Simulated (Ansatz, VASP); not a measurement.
# HfO2 in VASP and in Ansatz

INCAR

```
SYSTEM = HfO2
PREC     = Accurate       ! precision mode
ENCUT    = 520            ! plane-wave cutoff, eV
EDIFF    = 1E-7           ! SCF threshold, eV
ISMEAR   = 0              ! smearing method
SIGMA    = 0.05           ! smearing width, eV
LREAL    = .False.        ! projectors in reciprocal space
LASPH    = .True.         ! aspherical terms in the spheres
NELM     = 100            ! most SCF steps
ALGO     = Normal         ! electronic algorithm
ISIF     = 2              ! what is computed and relaxed
LWAVE    = .False.        ! write WAVECAR
LCHARG   = .True.         ! write CHGCAR
GGA      = PE             ! functional
LELF     = .True.         ! ELF
LVHAR    = .True.       
NBANDS   = 31             ! bands
```

Contents of KPOINTS:

```
regular mesh
0
Gamma
  6 6 6
  0 0 0
```

File POSCAR:

```
HfO2
1.0
    0.0000000000     -2.5489194559     -2.5489194559
    0.0000000000      2.5489194559     -2.5489194559
    5.0978389119      0.0000000000      0.0000000000
Hf O
2 4
Direct
    0.5102788654      0.4897211346      0.5000000000
   -0.0102788654      0.0102788654      0.0000000000
    0.0000749786      0.5000749786      0.7153971020
    0.4999250214     -0.0000749786      0.2846028980
    0.0000749786      0.5000749786      0.2153971020
    0.4999250214     -0.0000749786      0.7846028980
```

Input for Ansatz:

```yaml
crystal:
  lattice:
    - [0.0, -2.5489194559, -2.5489194559]
    - [0.0, 2.5489194559, -2.5489194559]
    - [5.0978389119, 0.0, 0.0]
  atoms:
    - { symbol: Hf, position: [0.5102788654, 0.4897211346, 0.5] }
    - { symbol: Hf, position: [-0.0102788654, 0.0102788654, 0.0] }
    - { symbol: O, position: [7.49786e-05, 0.5000749786, 0.715397102] }
    - { symbol: O, position: [0.4999250214, -7.49786e-05, 0.284602898] }
    - { symbol: O, position: [7.49786e-05, 0.5000749786, 0.215397102] }
    - { symbol: O, position: [0.4999250214, -7.49786e-05, 0.784602898] }
basis:
  ecutwfc: 520.0
kpoints:
  mp_grid: { grid: [6, 6, 6] }
hamiltonian:
  xc: pbe
  pseudopotentials: { kind: paw, azcp: { folder: soft_1 } }
scf:
  occupations: { method: gaussian, width: 0.05 }
output:
  forces: true
  stress: true
  eigenvalues: true
```

Change from the starting cell: mode 1 frozen in at -0.176 Å and mode 5 at -0.052 Å (largest displacements).

Alike in both runs: task single point; functional PBE; k mesh 6 × 6 × 6; occupations gaussian, width 0.05 eV; no spin polarisation.

|  | VASP | Ansatz |
| --- | --- | --- |
| version | VASP 6.6.1 | Ansatz 0.2.0 |
| potentials or method | VASP PAW PBE potentials, release 64 (Hf_pv, O), cutoff 520 eV | scalar-relativistic, plane waves, PAW |
| valence electrons in the cell | 44 | 76 |

Ansatz gave:

```
gap on the k mesh at the Fermi level (eV)                     : 4.37
least direct gap on the mesh (eV)                             : 4.48
pressure (GPa)                                                : 3.0
traceless stress, the component that is largest in VASP (GPa) : 3.47
rms of the force components (eV/Å)                            : 0.192
```

Task: What did VASP give for the same quantities?

Result: gap on the k mesh at the Fermi level (eV): 4.38; least direct gap on the mesh (eV): 4.47; pressure (GPa): -0.6; traceless stress, the component that is largest in VASP (GPa): 3.58; rms of the force components (eV/Å): 0.194.

Atom by atom the forces differ by 0.018 eV/Å (rms over components). VASP's potentials hold 44 valence electrons a cell and Ansatz's 76, so a difference there can come from the potentials and not from the codes.

Spin-orbit coupling is off throughout.
